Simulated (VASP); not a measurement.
Input of a VASP 6.6.1 run:

INCAR

```
SYSTEM = Be4Se3
ALGO = Normal
EDIFF = 1E-6
ENCUT = 520
GGA = PE
ISIF = 2
ISMEAR = 0
LASPH = .TRUE.
LCHARG = .FALSE.
LREAL = .FALSE.
LWAVE = .FALSE.
NBANDS = 39
NELM = 60
PREC = Accurate
SIGMA = 0.2
```

KPOINTS

```
k-points
0
G
  3 3 3
  0 0 0
```

Contents of POSCAR:

```
Be4Se3
1.0
   -4.0174200636      4.0174200636      4.0174200636
    4.0174200636     -4.0174200636      4.0174200636
    4.0174200636      4.0174200636     -4.0174200636
Be Se
8 6
Direct
    0.5000000000      0.0000000000      0.5703143896
    0.0000000000      0.0703143896      0.5000000000
    0.0703143896      0.5000000000      0.0000000000
    0.5703143896      0.5000000000      0.0000000000
    0.5000000000      0.0000000000      0.0703143896
    0.0000000000      0.5703143896      0.5000000000
    0.9296856104      0.9296856104      0.9296856104
    0.4296856104      0.4296856104      0.4296856104
    0.1250000000      0.7500000000      0.8750000000
    0.6250000000      0.3750000000      0.2500000000
    0.7500000000      0.8750000000      0.1250000000
    0.8750000000      0.1250000000      0.7500000000
    0.3750000000      0.2500000000      0.6250000000
    0.2500000000      0.6250000000      0.3750000000
```

Potentials or basis: VASP PAW PBE potentials, release 64 (Be, Se).

Launch:

```sh
$ cat potpaw_PBE.64/Be/POTCAR potpaw_PBE.64/Se/POTCAR > POTCAR
$ mpirun -np 1 vasp_std > vasp.out
```

Problem. Predict the band gap on the k mesh.

Solution. Zero (bands 26 and 27 overlap by 0.04 eV).

Problem. Estimate the pressure.

Solution. 0.4 GPa.

Problem. What does it give for the largest force?

Solution. 0.024 eV/Å.

Forces on the atoms (eV/Å):
```
Be   0.014  0.014 -0.014
Be   0.014 -0.014  0.014
Be  -0.014  0.014  0.014
Be  -0.014  0.014  0.014
Be   0.014  0.014 -0.014
Be   0.014 -0.014  0.014
Be  -0.014 -0.014 -0.014
Be  -0.014 -0.014 -0.014
Se   0.000  0.000  0.000
Se   0.000  0.000  0.000
Se   0.000  0.000  0.000
Se   0.000  0.000  0.000
Se   0.000  0.000  0.000
Se   0.000  0.000  0.000
```

Caveat: the k points lie up to 0.37 Å⁻¹ apart; semilocal functionals underestimate gaps, so a narrow gap can read as zero.
